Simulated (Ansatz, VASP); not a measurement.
# Two plane-wave programs on Tl

File INCAR:

```
SYSTEM = Tl
PREC = Accurate
ENCUT = 520
EDIFF = 1E-6
ISMEAR = 0
SIGMA = 0.1
LREAL = .False.
LASPH = .True.
NELM = 100
ALGO = Fast
ISIF = 2
LWAVE = .False.
LCHARG = .False.
GGA = PS
NBANDS = 90
```

File KPOINTS:

```
regular mesh
0
Gamma
  3 3 3
  0 0 0
```

POSCAR

```
Tl
1.0
    4.0189706272      2.3203537735      6.8539611964
   -4.0189706272      2.3203537735      6.8539611964
    0.0000000000     -4.6407075469      6.8539611964
Tl
12
Direct
    0.0101900000      0.6536100000      0.0101900000
    0.0101900000      0.0101900000      0.6536100000
    0.6536100000      0.0101900000      0.0101900000
    0.9898100000      0.3463900000      0.9898100000
    0.3463900000      0.9898100000      0.9898100000
    0.9898100000      0.9898100000      0.3463900000
    0.2211800000      0.6306000000      0.2211800000
    0.2211800000      0.2211800000      0.6306000000
    0.6306000000      0.2211800000      0.2211800000
    0.7788200000      0.3694000000      0.7788200000
    0.3694000000      0.7788200000      0.7788200000
    0.7788200000      0.7788200000      0.3694000000
```

Input for Ansatz:

```yaml
crystal:
  lattice:
    - [4.0189706272, 2.3203537735, 6.8539611964]
    - [-4.0189706272, 2.3203537735, 6.8539611964]
    - [0.0, -4.6407075469, 6.8539611964]
  atoms:
    - { symbol: Tl, position: [0.01019, 0.65361, 0.01019] }
    - { symbol: Tl, position: [0.01019, 0.01019, 0.65361] }
    - { symbol: Tl, position: [0.65361, 0.01019, 0.01019] }
    - { symbol: Tl, position: [0.98981, 0.34639, 0.98981] }
    - { symbol: Tl, position: [0.34639, 0.98981, 0.98981] }
    - { symbol: Tl, position: [0.98981, 0.98981, 0.34639] }
    - { symbol: Tl, position: [0.22118, 0.6306, 0.22118] }
    - { symbol: Tl, position: [0.22118, 0.22118, 0.6306] }
    - { symbol: Tl, position: [0.6306, 0.22118, 0.22118] }
    - { symbol: Tl, position: [0.77882, 0.3694, 0.77882] }
    - { symbol: Tl, position: [0.3694, 0.77882, 0.77882] }
    - { symbol: Tl, position: [0.77882, 0.77882, 0.3694] }
basis:
  ecutwfc: 420
kpoints:
  mp_grid: { grid: [3, 3, 3] }
hamiltonian:
  xc: pbesol
scf:
  occupations: { method: gaussian, width: 0.1 }
  lower_state_search: "off"
output:
  forces: true
  stress: true
  eigenvalues: true
```

Alike in both runs: task single point; functional PBEsol; k mesh 3 × 3 × 3; occupations gaussian, width 0.1 eV; no spin polarisation.

```csv
,VASP,Ansatz
version,VASP 6.6.1,Ansatz 0.2.0
potentials or method,"VASP PAW PBE potentials, release 64 (Tl_d), cutoff 520 eV","scalar-relativistic, plane waves, PAW"
valence electrons in the cell,156,156
```

VASP gave:

| Quantity | Value |
| --- | --- |
| gap on the k mesh at the Fermi level (eV) | none |
| pressure (GPa) | 8.2 |
| traceless stress, the component that is largest in VASP (GPa) | 1.10 |
| rms of the force components (eV/Å) | 0.870 |

Which values does Ansatz return?

gap on the k mesh at the Fermi level (eV): none; pressure (GPa): 8.3; traceless stress, the component that is largest in VASP (GPa): 1.10; rms of the force components (eV/Å): 0.865.

VASP's potentials were made for PBE, not for PBEsol. Atom by atom the forces differ by 0.005 eV/Å (rms over components). A gap of «none» marks a metal or a gap that the smearing closes.

Neither program's run includes spin-orbit coupling.
